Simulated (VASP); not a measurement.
# Si2Ni (Fm-3m) in VASP: a series of runs, part 2 of 2

VASP 6.6.1. The steps go on from the part before.

## (5) Relaxation of cell and atoms, r2SCAN

This run uses another cell than the first one, of 13.17 Å³/atom.

POSCAR reads:

```
Si2Ni
1.0
    0.0000000000      2.7030000000      2.7030000000
    2.7030000000      0.0000000000      2.7030000000
    2.7030000000      2.7030000000      0.0000000000
Si Ni
2 1
Direct
    0.2500000000      0.2500000000      0.2500000000
    0.7500000000      0.7500000000      0.7500000000
    0.0000000000      0.0000000000      0.0000000000
```

INCAR.step1 reads:

```
SYSTEM = Si2Ni
  PREC = Accurate
  ENCUT = 600
  ISMEAR = 0
  SIGMA = 0.1
  LREAL = .FALSE.
  LASPH = .TRUE.
  NELM = 100
  GGA = PE
  ALGO = Normal
  EDIFF = 1E-4
  LWAVE = .TRUE.
  LCHARG = .FALSE.
```

INCAR.step2 reads:

```
SYSTEM = Si2Ni
  PREC = Accurate
  ENCUT = 600
  EDIFF = 1E-6
  ISMEAR = 0
  SIGMA = 0.1
  LREAL = .FALSE.
  LASPH = .TRUE.
  NELM = 100
  ALGO = Normal
  ISIF = 3
  LWAVE = .FALSE.
  LCHARG = .FALSE.
  METAGGA = R2SCAN
  LMIXTAU = .TRUE.
  IBRION = 2
  NSW = 100
  EDIFFG = -0.005
  ISTART = 1
```

KPOINTS reads:

```
Automatic mesh
0
G
  14 14 14
  0 0 0
```

Potentials or basis: VASP PAW PBE potentials, release 64 (Si, Ni).

On the command line:

```
$ cat potpaw_PBE.64/Si/POTCAR potpaw_PBE.64/Ni/POTCAR > POTCAR
$ cp INCAR.step1 INCAR
$ mpirun -np 1 vasp_std > vasp.out
$ cp INCAR.step2 INCAR
$ mpirun -np 1 vasp_std > vasp.out
```

OUTCAR:

```text
SYSTEM = Si2Ni
   PREC = Accurate
   ENCUT = 600
   EDIFF = 1E-6
   ISMEAR = 0
   LREAL = .FALSE.
   LASPH = .TRUE.
   NELM = 100
   ISIF = 3
   METAGGA = R2SCAN
   IBRION = 2
   NSW = 100
   EDIFFG = -0.005
   ISTART = 1

 ion  position               nearest neighbor table
   1  0.250  0.250  0.250-   3 2.34   3 2.34   3 2.34   3 2.34   2 2.70   2 2.70   2 2.70   2 2.70
                             2 2.70   2 2.70
   2  0.750  0.750  0.750-   3 2.34   3 2.34   3 2.34   3 2.34   1 2.70   1 2.70   1 2.70   1 2.70
                             1 2.70   1 2.70
   3  0.000  0.000  0.000-   2 2.34   1 2.34   2 2.34   1 2.34   2 2.34   2 2.34   1 2.34   1 2.34

  LATTYP: Found a face centered cubic cell.
 ALAT       =     5.4060000000

  Lattice vectors:

 A1 = (   0.0000000000,   2.7030000000,   2.7030000000)
 A2 = (   2.7030000000,   0.0000000000,   2.7030000000)
 A3 = (   2.7030000000,   2.7030000000,   0.0000000000)

Analysis of symmetry for initial positions (statically):
=====================================================================
 Subroutine PRICEL returns:
 Original cell was already a primitive cell.

 Routine SETGRP: Setting up the symmetry group for a
 face centered cubic supercell.

 Subroutine GETGRP returns: Found 48 space group operations
 (whereof 48 operations were pure point group operations)
 out of a pool of 48 trial point group operations.

The static configuration has the point symmetry O_h .

Analysis of symmetry for dynamics (positions and initial velocities):
=====================================================================
 Subroutine PRICEL returns:
 Original cell was already a primitive cell.

 Routine SETGRP: Setting up the symmetry group for a
 face centered cubic supercell.

 Subroutine GETGRP returns: Found 48 space group operations
 (whereof 48 operations were pure point group operations)
 out of a pool of 48 trial point group operations.

[... 134 lines left out ...]
 non-spin polarized calculation
 Gauss-broadening in eV      SIGMA  =   0.10
  energy-cutoff  :      600.00
  volume of cell :       39.50
 maximum number of plane-waves:      1363
   NGX = 15   NGY = 15   NGZ = 15

--------------------------------------- Ionic step        1  -------------------------------------------

 number of electron      18.0000004 magnetization

 Free energy of the ion-electron system (eV)
  ---------------------------------------------------
  ext. energy  EPLUGINS =         0.00000000
  ---------------------------------------------------
  free energy    TOTEN  =       -30.53271066 eV

  energy without entropy =      -30.52838526  energy(sigma->0) =      -30.53054796

------------------------ aborting loop because EDIFF is reached ----------------------------------------

  FORCE on cell =-STRESS in cart. coord.  units (eV):
  Direction    XX          YY          ZZ          XY          YZ          ZX
  --------------------------------------------------------------------------------------
  -------------------------------------------------------------------------------------
  Total       -0.4517741     -0.4517741     -0.4517741     -0.0000000      0.0000000      0.0000000
  in kB      -18.3258333    -18.3258333    -18.3258333     -0.0000000      0.0000000      0.0000000
  external PRESSURE =     -18.3258333 kB  Pullay stress =       0.0000000 kB
[... 61 lines left out ...]
--------------------------------------- Ionic step        3  -------------------------------------------

 number of electron      18.0000006 magnetization

 Free energy of the ion-electron system (eV)
  ---------------------------------------------------
  ext. energy  EPLUGINS =         0.00000000
  ---------------------------------------------------
  free energy    TOTEN  =       -30.53542552 eV

  energy without entropy =      -30.53101173  energy(sigma->0) =      -30.53321863

 E-fermi :  10.6984     XC(G=0): -12.4293

 val. band max:       10.6815356564   @ k =   0.3571   0.2857   0.0714
 cond. band min:      10.7005363352   @ k =   0.2143   0.0000   0.0000
 fundamental gap:      0.0190006788
 Fermi energy:        10.6983729084

 k-point     1 :       0.0000    0.0000    0.0000
  band No.  band energies     occupation
      1      -4.0985      2.00000
      2       5.0542      2.00000
      3       5.0542      2.00000
      4       5.0542      2.00000
      5       6.8183      2.00000
      6       6.8183      2.00000
      7      10.7855      0.21791
      8      12.3857      0.00000
      9      12.3857      0.00000
     10      12.3857      0.00000
     11      12.9244      0.00000
     12      12.9244      0.00000
     13      12.9244      0.00000
[... 354 lines left out ...]
  band No.  band energies     occupation
      1      -2.9331      2.00000
      2       3.4807      2.00000
      3       5.2174      2.00000
      4       5.2758      2.00000
      5       6.2663      2.00000
      6       6.9629      2.00000
      7       8.0181      2.00000
      8       9.1616      2.00000
      9       9.7885      2.00000
     10      11.1601      0.00000
     11      13.8373      0.00000
     12      14.5322      0.00000
     13      14.9506      0.00000

 [... further k-points ...]
[... 5 lines left out ...]
  --------------------------------------------------------------------------------------
  -------------------------------------------------------------------------------------
  Total        0.0084259      0.0084259      0.0084259      0.0000000      0.0000000      0.0000000
  in kB        0.3459047      0.3459047      0.3459047      0.0000000      0.0000000      0.0000000
  external PRESSURE =       0.3459047 kB  Pullay stress =       0.0000000 kB
[... 18 lines left out ...]
  FREE ENERGIE OF THE ION-ELECTRON SYSTEM (eV)
  ---------------------------------------------------
  free  energy   TOTEN  =       -30.5354255217 eV

  energy  without entropy=      -30.5310117328  energy(sigma->0) =      -30.53321863

 reached required accuracy - stopping structural energy minimisation
```

OSZICAR.step1:

```text
N       E                     dE             d eps       ncg     rms          rms(c)
DAV:   1     0.777019791842E+02    0.77702E+02   -0.87611E+03  2712   0.158E+03
DAV:   2    -0.143988279272E+02   -0.92101E+02   -0.86540E+02  2764   0.267E+02
DAV:   3    -0.192939301418E+02   -0.48951E+01   -0.47350E+01  3498   0.668E+01
DAV:   4    -0.193994187308E+02   -0.10549E+00   -0.10529E+00  3205   0.917E+00
DAV:   5    -0.194020810109E+02   -0.26623E-02   -0.26619E-02  3558   0.155E+00    0.164E+01
DAV:   6    -0.240945818089E+02   -0.46925E+01   -0.54791E+01  2947   0.185E+02    0.252E+01
DAV:   7    -0.174766621025E+02    0.66179E+01   -0.15935E+01  3252   0.116E+02    0.404E+00
DAV:   8    -0.174065276556E+02    0.70134E-01   -0.22831E+00  3932   0.259E+01    0.260E+00
DAV:   9    -0.173638000738E+02    0.42728E-01   -0.27228E-01  3387   0.106E+01    0.583E-01
DAV:  10    -0.173625528085E+02    0.12473E-02   -0.96294E-03  3783   0.202E+00    0.260E-01
DAV:  11    -0.173626828314E+02   -0.13002E-03   -0.90969E-04  3191   0.249E-01    0.385E-02
DAV:  12    -0.173627159543E+02   -0.33123E-04   -0.42560E-05  2062   0.130E-01
   1 F= -.17362716E+02 E0= -.17360586E+02  d E =-.426046E-02
```

Run time: 6.9 min. Hardware: 1 thread of Intel Xeon 8259CL, shared host; peak memory 0.25 GiB.

What came out:

| Property | Result |
| --- | --- |
| Free energy | -30.5354 eV |
| Relaxed volume | 13.01 Å³/atom |
| Relaxed cell | a = 3.807 Å, b = 3.807 Å, c = 3.807 Å, α = 60.00°, β = 60.00°, γ = 60.00° |
| Space group after relaxing (to 0.1 Å) | Fm-3m (No. 225) |
| Energy gained by relaxing | 0.9 meV/atom |
| Ionic steps | 3 |
| Pressure after relaxing | 0.0 GPa |
| Band gap on the k mesh | zero (bands 9 and 10 overlap by 2.12 eV) |

The path:
| step | energy change (eV) | largest force (eV/Å) | pressure (GPa) | volume (Å³) |
| --- | --- | --- | --- | --- |
| 1 | 0.0000 | 0.0000 | -1.83 | 39.50 |
| 2 | -0.0008 | 0.0000 | 1.61 | 38.64 |
| 3 | -0.0027 | 0.0000 | 0.03 | 39.03 |

Final structure:
```
Si Ni
1.0
     0.00000    2.69224    2.69224
     2.69224    0.00000    2.69224
     2.69224    2.69224    0.00000
Si Ni
2 1
Direct
  0.25000 0.25000 0.25000
  0.75000 0.75000 0.75000
  0.00000 0.00000 0.00000
```

Caveat: the PAW data sets were made with another functional, which shifts forces and pressure a little. Spin polarisation is off, so any magnetic state and its effect on volume and gap are missing.

## (6) Summary

| task | cell | cutoff (eV) | gap on the mesh (eV) | pressure (GPa) |
| --- | --- | --- | --- | --- |
| single point | a = 3.809 Å, angles 60.0°, 3 atoms | 520 | none | -0.1 |
| single point | a = 3.846 Å, angles 60.0°, 3 atoms | 520 | none | -4.5 |
| single point | a = 3.883 Å, angles 60.0°, 3 atoms | 520 | none | -8.2 |
| relaxation of cell and atoms | relaxed from a = 3.823 Å, angles 60.0°, 3 atoms | 600 | none | 0.0 |

Alike in all rows: level r2SCAN; potentials or basis VASP PAW PBE potentials, release 64 (Si, Ni); no spin polarisation; k mesh 14 × 14 × 14; smearing gaussian 0.1 eV.

Caveats: the PAW data sets were made with another functional, which shifts forces and pressure a little; the cell stands under tension (at least some runs).

Total energies depend on the potentials used, so only differences within one code and one set of settings carry meaning.

The gap in the log of VASP goes by the Fermi energy; the results here count the filled bands.